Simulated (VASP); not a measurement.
# Al2Cu: single point with PBEsol

The system is Al2Cu.

```xyz
12
Lattice="0.0000 0.0000 5.7260 -4.0493 4.0493 0.0000 -4.0493 -4.0493 0.0000" Properties=species:S:1:pos:R:3 pbc="T T T"
Al   -4.0493    2.0246    1.4315
Al   -2.0246    0.0000    4.2945
Al   -4.0493   -2.0246    1.4315
Al   -6.0739    0.0000    4.2945
Al   -2.0246    0.0000    1.4315
Al   -4.0493    2.0246    4.2945
Al   -6.0739    0.0000    1.4315
Al   -4.0493   -2.0246    4.2945
Cu   -2.0246    2.0246    0.0000
Cu    0.0000    0.0000    2.8630
Cu   -2.0246   -2.0246    0.0000
Cu   -4.0493    0.0000    2.8630
```

```
Program             : VASP 6.6.1
Task                : single point
Functional          : PBEsol
Potentials or basis : VASP PAW PBE potentials, release 64 (Al, Cu)
Cutoff              : 520 eV
k mesh              : 8 × 8 × 8
Occupations         : gaussian, width 0.15 eV
Spin                : no spin polarisation
```

```json
{
 "Pressure": "0.0 GPa",
 "Band gap on the k mesh": "zero (band 34 reaches 7.94 eV, above the bottom of band 35 at 6.23 eV)"
}
```

Levels at points of the mesh, in eV from the Fermi level:
```tsv
k point	band 30	band 31	band 32	band 33	band 34	band 35	band 36	band 37	band 38	band 39
(0.00, 0.00, 0.00)	-2.00	-2.00	-2.00	-2.00	0.39	0.39	0.39	1.49	1.49	1.49
(0.50, 0.00, 0.00)	-2.48	-0.54	-0.54	-0.54	-0.54	-0.49	-0.49	1.07	1.07	2.52
(0.00, 0.50, 0.00)	-2.48	-0.54	-0.54	-0.54	-0.54	-0.49	-0.49	1.07	1.07	2.52
(0.50, 0.50, 0.00)	-2.69	-2.69	-2.69	0.35	0.35	0.35	0.35	2.44	2.44	2.44
(0.00, 0.50, 0.50)	-2.68	-2.68	-2.68	0.35	0.35	0.35	0.35	2.44	2.44	2.44
(0.50, 0.50, 0.50)	0.61	0.61	0.61	0.61	0.61	0.61	0.61	2.95	2.95	2.95
```

Wall time 11 min on 1 thread of AMD EPYC 9R45 96-Core Processor (Zen 5), on a shared host, peak memory 0.61 GiB.

Caveat: the PAW data sets were made with another functional, which shifts forces and pressure a little.
